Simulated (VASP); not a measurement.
# Pb (Pm-3m) in VASP: notebook

Pb is run at these levels: PBE; tasks: single point.

All numbers are computed with VASP 6.6.1; they aren't measurements. Logs are shortened: lines on timing, memory, paths and dates and some standing lists are left out, and cuts for length are marked.

## 1. The cell of the first run

The structure is cubic, space group Pm-3m (No. 221). Conventional cell: a = 3.141 Å, b = 3.141 Å, c = 3.141 Å, α = 90.00°, β = 90.00°, γ = 90.00°. Within 4.1 Å of Pb (site symmetry m-3m) lie 6 Pb at 3.14 Å.

## 2. Single point, PBE

The input, INCAR:

```
SYSTEM = Pb
PREC     = Accurate       ! precision mode
ENCUT    = 520            ! plane-wave cutoff, eV
EDIFF    = 1E-6           ! SCF threshold, eV
ISMEAR   = -1             ! smearing method
SIGMA    = 0.1            ! smearing width, eV
LREAL    = .False.        ! projectors in reciprocal space
LASPH    = .True.         ! aspherical terms in the spheres
NELM     = 60             ! most SCF steps
ALGO     = Normal         ! electronic algorithm
ISIF     = 2              ! what is computed and relaxed
LWAVE    = .False.        ! write WAVECAR
LCHARG   = .False.        ! write CHGCAR
GGA      = PE             ! functional
NBANDS   = 13             ! bands
```

The input, KPOINTS:

```
Automatic mesh
0
Gamma
  12 12 12
  0 0 0
```

The input, POSCAR:

```
Pb
1.0
    3.1414445647      0.0000000000      0.0000000000
    0.0000000000      3.1414445647      0.0000000000
    0.0000000000      0.0000000000      3.1414445647
Pb
1
Direct
    0.0000000000      0.0000000000      0.0000000000
```

Potentials or basis: VASP PAW PBE potentials, release 64 (Pb_d).

The run is started by

```sh
> cat potpaw_PBE.64/Pb_d/POTCAR > POTCAR
> mpirun -np 1 vasp_std > vasp.out
```

OUTCAR:

```text
SYSTEM = Pb
   PREC = Accurate
   ENCUT = 520
   EDIFF = 1E-6
   ISMEAR = -1
   LREAL = .False.
   LASPH = .True.
   NELM = 60
   ISIF = 2
   GGA = PE

 ion  position               nearest neighbor table
   1  0.000  0.000  0.000-

  LATTYP: Found a simple cubic cell.
 ALAT       =     3.1414445647

  Lattice vectors:

 A1 = (   3.1414445647,   0.0000000000,   0.0000000000)
 A2 = (   0.0000000000,   3.1414445647,   0.0000000000)
 A3 = (   0.0000000000,   0.0000000000,   3.1414445647)

Analysis of symmetry for initial positions (statically):
=====================================================================
 Subroutine PRICEL returns:
 Original cell was already a primitive cell.

 Routine SETGRP: Setting up the symmetry group for a
 simple cubic supercell.

 Subroutine GETGRP returns: Found 48 space group operations
 (whereof 48 operations were pure point group operations)
 out of a pool of 48 trial point group operations.

The static configuration has the point symmetry O_h .

Analysis of symmetry for dynamics (positions and initial velocities):
=====================================================================
 Subroutine PRICEL returns:
 Original cell was already a primitive cell.

 Routine SETGRP: Setting up the symmetry group for a
 simple cubic supercell.

 Subroutine GETGRP returns: Found 48 space group operations
 (whereof 48 operations were pure point group operations)
 out of a pool of 48 trial point group operations.

The dynamic configuration has the point symmetry O_h .

 Subroutine INISYM returns: Found 48 space group operations
 (whereof 48 operations are pure point group operations),
 and found     1 'primitive' translations

----------------------------------------------------------------------------------------

                                     Primitive cell

  volume of cell :      31.0019

  direct lattice vectors                    reciprocal lattice vectors
     3.141444565  0.000000000  0.000000000     0.318324891  0.000000000  0.000000000
     0.000000000  3.141444565  0.000000000     0.000000000  0.318324891  0.000000000
     0.000000000  0.000000000  3.141444565     0.000000000  0.000000000  0.318324891

  length of vectors
     3.141444565  3.141444565  3.141444565     0.318324891  0.318324891  0.318324891

  position of ions in fractional coordinates (direct lattice)
     0.000000000  0.000000000  0.000000000

  ion indices of the primitive-cell ions
   primitive index   ion index
                 1           1

----------------------------------------------------------------------------------------

 KPOINTS: Automatic mesh

Automatic generation of k-mesh.
 Grid dimensions read from file:
 generate k-points for:   12   12   12

 Generating k-lattice:

  Cartesian coordinates                     Fractional coordinates (reciprocal lattice)
     0.026527074  0.000000000  0.000000000     0.083333333  0.000000000  0.000000000
     0.000000000  0.026527074  0.000000000     0.000000000  0.083333333  0.000000000
     0.000000000  0.000000000  0.026527074     0.000000000  0.000000000  0.083333333

  Length of vectors
     0.026527074  0.026527074  0.026527074

  Shift w.r.t. Gamma in fractional coordinates (k-lattice)
     0.000000000  0.000000000  0.000000000

 Subroutine IBZKPT returns following result:
 ===========================================

 Found     84 irreducible k-points:

 Following reciprocal coordinates:
            Coordinates               Weight
  0.000000  0.000000  0.000000      1.000000
  0.083333  0.000000  0.000000      6.000000
  0.166667  0.000000  0.000000      6.000000
  0.250000  0.000000  0.000000      6.000000
  0.333333  0.000000  0.000000      6.000000
  0.416667  0.000000  0.000000      6.000000
[... 16 lines left out ...]
  0.333333  0.333333  0.000000     12.000000
  0.416667  0.333333  0.000000     24.000000
 [... further k-points ...]
   k-points           NKPTS =     84   k-points in BZ     NKDIM =     84   number of bands    NBANDS=     13
   number of dos      NEDOS =    301   number of ions     NIONS =      1
   total plane-waves  NPLWV =  13824
   dimension x,y,z NGX =    24 NGY =   24 NGZ =   24
   dimension x,y,z NGXF=    48 NGYF=   48 NGZF=   48
   ions per type =               1
   NGX,Y,Z   is equivalent  to a cutoff of  12.70, 12.70, 12.70 a.u.
   NGXF,Y,Z  is equivalent  to a cutoff of  25.40, 25.40, 25.40 a.u.
 SYSTEM =  Pb
   PREC   = accura    normal or accurate (medium, high low for compatibility)
   ISTART =      0    job   : 0-new  1-cont  2-samecut
   ICHARG =      2    charge: 1-file 2-atom 10-const
   ISPIN  =      1    spin polarized calculation?
   LNONCOLLINEAR =      F non collinear calculations
   LSORBIT =      F    spin-orbit coupling
   LASPH  =      T    aspherical Exc in radial PAW
   ENCUT  =  520.0 eV  38.22 Ry    6.18 a.u.   5.84  5.84  5.84*2*pi/ulx,y,z
   NELM   =     60;   NELMIN=  2; NELMDL= -5     # of ELM steps
   EDIFF  = 0.1E-05   stopping-criterion for ELM
   LREAL  =      F    real-space projection
   EDIFFG = 0.1E-04   stopping-criterion for IOM
   NSW    =      0    number of steps for IOM
   IBRION =     -1    ionic relax: 0-MD 1-quasi-New 2-CG
   NFREE  =      0    steps in history (QN), initial steepest desc. (CG)
   ISIF   =      2    stress and relaxation
   ISYM   =      2    0-nonsym 1-usesym 2-fastsym
   POTIM  = 0.5000    time-step for ionic-motion
   TEBEG  =    0.0;   TEEND  =   0.0 temperature during run
   PSTRESS=    0.0 pullay stress
   NELECT =      14.0000    total number of electrons
   NUPDOWN=      -1.0000    fix difference up-down
   EMIN   =  10.00;   EMAX   =-10.00  energy-range for DOS
   EFERMI =   0.00;   METHOD = LEGACY
   ISMEAR =    -1;   SIGMA  =   0.10  broadening in eV -4-tet -1-fermi 0-gaus
   EFERMI_NEDOS =   21; number of points for ismear=-14 and -15
   IALGO  =     38    algorithm
   IMIX   =      4    mixing-type and parameters
     AMIX     =   0.40;   BMIX     =  1.00
     AMIX_MAG =   1.60;   BMIX_MAG =  1.00
  volume/ion in A,a.u.               =      31.00       209.21
  Fermi-wavevector in a.u.,A,eV,Ry     =   1.255996  2.373487 21.463529  1.577525
  Thomas-Fermi vector in A             =   2.389725
   LORBIT       =      0    0 simple, 1 ext, 2 COOP (PROOUT), +10 PAW based schemes
   GGA     = PE    functional components
[... 5 lines left out ...]
 non-spin polarized calculation
  energy-cutoff  :      520.00
  volume of cell :       31.00
 maximum number of plane-waves:       860
 NGX is ok and might be reduce to    24
   NGX = 11   NGY = 11   NGZ = 11

 number of electron      13.9999994 magnetization

 Free energy of the ion-electron system (eV)
  ---------------------------------------------------
  ext. energy  EPLUGINS =         0.00000000
  ---------------------------------------------------
  free energy    TOTEN  =        -3.32562201 eV

  energy without entropy =       -3.30131064  energy(sigma->0) =       -3.31346633

 E-fermi :   6.8437     XC(G=0):  -9.9727

 val. band max:        6.8424514595   @ k =   0.5000   0.5000   0.4167
 cond. band min:       6.8482910654   @ k =   0.4167   0.3333   0.0833
 fundamental gap:      0.0058396059
 Fermi energy:         6.8436774686

 k-point     1 :       0.0000    0.0000    0.0000
  band No.  band energies     occupation
      1     -10.5587      2.00000
      2     -10.5587      2.00000
      3      -9.8315      2.00000
      4      -9.8315      2.00000
      5      -9.8315      2.00000
      6      -4.9415      2.00000
      7      12.0416      0.00000
      8      12.0416      0.00000
      9      12.0416      0.00000
     10      15.2251      0.00000
     11      16.5589      0.00000
     12      16.5589      0.00000
     13      25.2480      0.00000

 k-point     2 :       0.0833    0.0000    0.0000
  band No.  band energies     occupation
      1     -10.5560      2.00000
      2     -10.5229      2.00000
      3      -9.8449      2.00000
      4      -9.8449      2.00000
      5      -9.8303      2.00000
      6      -4.8349      2.00000
      7      10.7344      0.00000
      8      12.1680      0.00000
      9      12.1680      0.00000
     10      15.6379      0.00000
     11      16.6076      0.00000
     12      17.6650      0.00000
     13      24.6326      0.00000

 k-point     3 :       0.1667    0.0000    0.0000
  band No.  band energies     occupation
      1     -10.5486      2.00000
      2     -10.4261      2.00000
      3      -9.8816      2.00000
      4      -9.8816      2.00000
      5      -9.8273      2.00000
      6      -4.5145      2.00000
      7       8.5735      0.00000
      8      12.5337      0.00000
      9      12.5337      0.00000
     10      15.9504      0.00000
     11      16.7540      0.00000
     12      20.1490      0.00000
     13      23.4040      0.00000
[... 305 lines left out ...]
 k-point    23 :       0.3333    0.3333    0.0000
  band No.  band energies     occupation
      1     -10.3431      2.00000
      2     -10.1807      2.00000
      3      -9.9653      2.00000
      4      -9.9612      2.00000
      5      -9.8712      2.00000
      6      -1.6944      2.00000
      7       5.9927      1.99960
      8       6.2494      1.99477
      9      13.4000      0.00000
     10      15.6118      0.00000
     11      18.2273      0.00000
     12      20.9630      0.00000
     13      22.6930      0.00000

 k-point    24 :       0.4167    0.3333    0.0000
  band No.  band energies     occupation
      1     -10.3223      2.00000
      2     -10.2279      2.00000
      3      -9.9978      2.00000
      4      -9.9590      2.00000
      5      -9.7749      2.00000
      6      -0.9840      2.00000
      7       4.6182      2.00000
      8       6.7345      1.49743
      9      12.2395      0.00000
     10      16.2784      0.00000
     11      18.7955      0.00000
     12      20.3664      0.00000
     13      22.0208      0.00000

 [... further k-points ...]
[... 5 lines left out ...]
  --------------------------------------------------------------------------------------
  -------------------------------------------------------------------------------------
  Total        0.9373532      0.9373532      0.9373532     -0.0000000      0.0000000      0.0000000
  in kB       48.4423991     48.4423991     48.4423991     -0.0000000      0.0000000      0.0000000
  external PRESSURE =      48.4423991 kB  Pullay stress =       0.0000000 kB

 VOLUME and BASIS-vectors are now :
 -----------------------------------------------------------------------------
  energy-cutoff  :      520.00
  volume of cell :       31.00
      direct lattice vectors                 reciprocal lattice vectors
     3.141444565  0.000000000  0.000000000     0.318324891  0.000000000  0.000000000
     0.000000000  3.141444565  0.000000000     0.000000000  0.318324891  0.000000000
     0.000000000  0.000000000  3.141444565     0.000000000  0.000000000  0.318324891

 POSITION                                       TOTAL-FORCE (eV/Angst)
 -----------------------------------------------------------------------------------
      0.00000      0.00000      0.00000         0.000000      0.000000      0.000000
 -----------------------------------------------------------------------------------
    total drift:                                0.000000      0.000000      0.000000

  FREE ENERGIE OF THE ION-ELECTRON SYSTEM (eV)
  ---------------------------------------------------
  free  energy   TOTEN  =        -3.3256220131 eV

  energy  without entropy=       -3.3013106407  energy(sigma->0) =       -3.31346633
```

Wall time 6.5 s (1 thread of Intel Xeon 6975P-C (Granite Rapids), shared host); peak memory 0.15 GiB.

What came out:

```
Free energy            : -3.3256 eV
Pressure               : 4.8 GPa
Band gap on the k mesh : zero (band 7 reaches 12.04 eV, above the bottom of band 8 at 4.79 eV)
```

Caveat: spin-orbit coupling is left out, which moves the levels of the heavy elements.

## 3. Single point, PBE

The input, INCAR:

```
ALGO = Normal
EDIFF = 1E-6
ENCUT = 520
GGA = PE
ISIF = 2
ISMEAR = -1
LASPH = True
LCHARG = False
LREAL = False
LWAVE = False
NBANDS = 13
NELM = 60
PREC = Accurate
SIGMA = 0.1
```

The input, KPOINTS:

```
k-points
0
Gamma
  12 12 12
```

POSCAR is that of step 2.

Potentials or basis: VASP PAW PBE potentials, release 64 (Pb_d).

The run is started by

```sh
> cat potpaw_PBE.64/Pb_d/POTCAR > POTCAR
> mpirun -np 1 vasp_std > vasp.out
```

OUTCAR:

```text
EDIFF = 1E-6
   ENCUT = 520
   GGA = PE
   ISIF = 2
   ISMEAR = -1
   LASPH = True
   LREAL = False
   NELM = 60
   PREC = Accurate

 ion  position               nearest neighbor table
   1  0.000  0.000  0.000-

  LATTYP: Found a simple cubic cell.
 ALAT       =     3.1414445647

  Lattice vectors:

 A1 = (   3.1414445647,   0.0000000000,   0.0000000000)
 A2 = (   0.0000000000,   3.1414445647,   0.0000000000)
 A3 = (   0.0000000000,   0.0000000000,   3.1414445647)

Analysis of symmetry for initial positions (statically):
=====================================================================
 Subroutine PRICEL returns:
 Original cell was already a primitive cell.

 Routine SETGRP: Setting up the symmetry group for a
 simple cubic supercell.

 Subroutine GETGRP returns: Found 48 space group operations
 (whereof 48 operations were pure point group operations)
 out of a pool of 48 trial point group operations.

The static configuration has the point symmetry O_h .

Analysis of symmetry for dynamics (positions and initial velocities):
=====================================================================
 Subroutine PRICEL returns:
[... 159 lines left out ...]
 fundamental gap:      0.0058396059
 Fermi energy:         6.8436774686

 k-point     1 :       0.0000    0.0000    0.0000
  band No.  band energies     occupation
      1     -10.5587      2.00000
      2     -10.5587      2.00000
      3      -9.8315      2.00000
      4      -9.8315      2.00000
      5      -9.8315      2.00000
      6      -4.9415      2.00000
      7      12.0416      0.00000
      8      12.0416      0.00000
      9      12.0416      0.00000
     10      15.2251      0.00000
     11      16.5589      0.00000
     12      16.5589      0.00000
     13      25.2480      0.00000
[... 354 lines left out ...]
  band No.  band energies     occupation
      1     -10.3223      2.00000
      2     -10.2279      2.00000
      3      -9.9978      2.00000
      4      -9.9590      2.00000
      5      -9.7749      2.00000
      6      -0.9840      2.00000
      7       4.6182      2.00000
      8       6.7345      1.49743
      9      12.2395      0.00000
     10      16.2784      0.00000
     11      18.7955      0.00000
     12      20.3664      0.00000
     13      22.0208      0.00000

 [... further k-points ...]
[... 5 lines left out ...]
  --------------------------------------------------------------------------------------
  -------------------------------------------------------------------------------------
  Total        0.9373532      0.9373532      0.9373532     -0.0000000      0.0000000      0.0000000
  in kB       48.4423991     48.4423991     48.4423991     -0.0000000      0.0000000      0.0000000
  external PRESSURE =      48.4423991 kB  Pullay stress =       0.0000000 kB

 VOLUME and BASIS-vectors are now :
 -----------------------------------------------------------------------------
  energy-cutoff  :      520.00
  volume of cell :       31.00
      direct lattice vectors                 reciprocal lattice vectors
     3.141444565  0.000000000  0.000000000     0.318324891  0.000000000  0.000000000
     0.000000000  3.141444565  0.000000000     0.000000000  0.318324891  0.000000000
     0.000000000  0.000000000  3.141444565     0.000000000  0.000000000  0.318324891

 POSITION                                       TOTAL-FORCE (eV/Angst)
 -----------------------------------------------------------------------------------
      0.00000      0.00000      0.00000         0.000000      0.000000      0.000000
 -----------------------------------------------------------------------------------
    total drift:                                0.000000      0.000000      0.000000

  FREE ENERGIE OF THE ION-ELECTRON SYSTEM (eV)
  ---------------------------------------------------
  free  energy   TOTEN  =        -3.3256220131 eV

  energy  without entropy=       -3.3013106407  energy(sigma->0) =       -3.31346633
```

OSZICAR:

```text
N       E                     dE             d eps       ncg     rms          rms(c)
DAV:   1     0.109521309612E+03    0.10952E+03   -0.71943E+03  2214   0.125E+03
DAV:   2     0.206013022575E+01   -0.10746E+03   -0.10420E+03  2339   0.311E+02
DAV:   3    -0.320288085224E+01   -0.52630E+01   -0.52430E+01  2649   0.760E+01
DAV:   4    -0.333080061170E+01   -0.12792E+00   -0.12789E+00  2647   0.125E+01
DAV:   5    -0.333637495490E+01   -0.55743E-02   -0.55742E-02  3009   0.239E+00    0.776E-01
DAV:   6    -0.332719075564E+01    0.91842E-02   -0.15170E-02  2752   0.227E+00    0.409E-01
DAV:   7    -0.332553132957E+01    0.16594E-02   -0.72511E-03  2759   0.150E+00    0.115E-01
DAV:   8    -0.332563189043E+01   -0.10056E-03   -0.69355E-04  2614   0.382E-01    0.129E-02
DAV:   9    -0.332562495433E+01    0.69361E-05   -0.20729E-05  2886   0.732E-02    0.735E-03
DAV:  10    -0.332562152114E+01    0.34332E-05   -0.26552E-06  2379   0.158E-02    0.107E-03
DAV:  11    -0.332562201307E+01   -0.49193E-06   -0.10268E-07  1397   0.492E-03
   1 F= -.33256220E+01 E0= -.33134663E+01  d E =-.243114E-01
```

stdout:

```text
POSCAR found type information on POSCAR Pb
 POSCAR found :  1 types and       1 ions
 scaLAPACK will be used
 LDA part: xc-table for (Slater+PW92), standard interpolation
 POSCAR, INCAR and KPOINTS ok, starting setup
 FFT: planning ... GRIDC
 FFT: planning ... GRID_SOFT
 FFT: planning ... GRID
 WAVECAR not read
 entering main loop
```

Wall time 6.4 s (1 thread of Intel Xeon 6975P-C (Granite Rapids), shared host); peak memory 0.15 GiB.

What came out:

| Item | Value |
| --- | --- |
| Free energy | -3.3256 eV |
| Pressure | 4.8 GPa |
| Band gap on the k mesh | zero (band 7 reaches 12.04 eV, above the bottom of band 8 at 4.79 eV) |

Caveat: spin-orbit coupling is left out, which moves the levels of the heavy elements.
